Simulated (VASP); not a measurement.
BeS: single point with r2SCAN

Crystal: BeS.

```
CELL_PARAMETERS angstrom
0.00000 2.43431 2.43431
2.43431 0.00000 2.43431
2.43431 2.43431 0.00000
ATOMIC_POSITIONS crystal
Be 0.00000 0.00000 0.00000
S 0.25000 0.25000 0.25000
```

```
Program                : VASP 6.6.1
Task                   : single point
Functional             : r2SCAN
Potentials or basis    : VASP PAW PBE potentials, release 64 (Be, S)
Cutoff                 : 520 eV
k mesh                 : 6 × 6 × 6
Occupations            : methfessel-paxton, width 0.001 eV
Spin                   : no spin polarisation
Dipole correction      : no
Further INCAR settings : ALGO = Normal; EDIFF = 1e-07; NBANDS = 11
```

```
Pressure               : 0.3 GPa
Band gap on the k mesh : 3.60 eV, indirect (least direct gap 6.26 eV)
```

Levels at points of the mesh, in eV from the valence-band top:
| k point | band 1 | band 2 | band 3 | band 4 | band 5 | band 6 | band 7 | band 8 | band 9 |
| --- | --- | --- | --- | --- | --- | --- | --- | --- | --- |
| (0.00, 0.00, 0.00) | -14.22 | 0.00 | 0.00 | 0.00 | 6.26 | 6.26 | 6.26 | 6.58 | 13.40 |
| (0.50, 0.00, 0.00) | -12.57 | -5.88 | -1.04 | -1.04 | 6.06 | 7.14 | 7.14 | 12.00 | 15.68 |
| (0.50, 0.50, 0.00) | -12.01 | -5.13 | -2.67 | -2.67 | 3.60 | 5.39 | 13.77 | 13.77 | 16.61 |

Wall time 53 s on 1 thread of AMD EPYC 7R13, with other jobs on the host, peak memory 0.12 GiB.

Caveat: the PAW data sets were made with another functional, which shifts forces and pressure a little. r2SCAN opens gaps a little over a GGA but as a rule still falls short of measured ones.
